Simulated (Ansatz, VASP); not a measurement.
# K3Cl2: VASP beside Ansatz

```
CELL_PARAMETERS angstrom
3.93157 2.26990 7.71122
-3.93157 2.26990 7.71122
0.00000 -4.53979 7.71122
ATOMIC_POSITIONS crystal
K 0.57053 0.92947 0.25000
K 0.25000 0.57053 0.92947
K 0.92947 0.25000 0.57053
K 0.42947 0.07053 0.75000
K 0.75000 0.42947 0.07053
K 0.07053 0.75000 0.42947
Cl 0.33818 0.33818 0.33818
Cl 0.16182 0.16182 0.16182
Cl 0.66182 0.66182 0.66182
Cl 0.83818 0.83818 0.83818
```

Alike in both runs: functional PBE; k mesh 6 × 6 × 6; occupations gaussian, width 0.1 eV; no spin polarisation.

Ansatz relaxed the structure, and its values are those at the end. VASP's run is a single point on that final structure, the one shown.

```csv
,VASP,Ansatz
version,VASP 6.6.1,Ansatz 0.2.0
potentials or method,"VASP PAW PBE potentials, release 64 (K_sv, Cl), cutoff 500 eV","scalar-relativistic, plane waves, PAW"
valence electrons in the cell,82,82
```

```csv
,VASP,Ansatz,Ansatz less VASP
gap on the k mesh at the Fermi level (eV),none,none,-
pressure (GPa),0.0,0.0,0.00
```

A gap of «none» marks a metal or a gap that the smearing closes.
